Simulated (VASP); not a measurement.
The system is Pt.

```
Pt
1.0
     0.00000    1.94598    1.94598
     1.94598    0.00000    1.94598
     1.94598    1.94598    0.00000
Pt
1
Direct
  0.00000 0.00000 0.00000
```

| Quantity | Value |
| --- | --- |
| Program | VASP 6.6.1 |
| Task | relaxation of cell and atoms |
| Functional | PBEsol |
| Potentials or basis | VASP PAW PBE potentials, release 64 (Pt) |
| Cutoff | 600 eV |
| k mesh | 18 × 18 × 18 |
| Occupations | gaussian, width 0.1 eV |
| Spin | no spin polarisation |

At the start: pressure 5.8 GPa; volume 14.74 Å³/atom.

Question: How do energy, volume and symmetry change on relaxing?

Answer: Over 4 steps the energy falls by 4.9 meV/atom and the volume is 15.02 Å³/atom (+1.9 %); space group Fm-3m (No. 225, to 0.05 Å).

Step by step:
```csv
step,energy change (eV),largest force (eV/Å),pressure (GPa),volume (Å³)
1,0.0000,0.0000,5.76,14.74
2,0.0362,0.0000,-14.12,15.90
3,-0.0049,0.0000,-0.12,15.03
4,-0.0049,0.0000,-0.01,15.02
```

Final structure:
```
Pt
1.0
     0.00000    1.95827    1.95827
     1.95827    0.00000    1.95827
     1.95827    1.95827    0.00000
Pt
1
Direct
  0.00000 0.00000 0.00000
```

Caveat: the PAW data sets were made with another functional, which shifts forces and pressure a little.
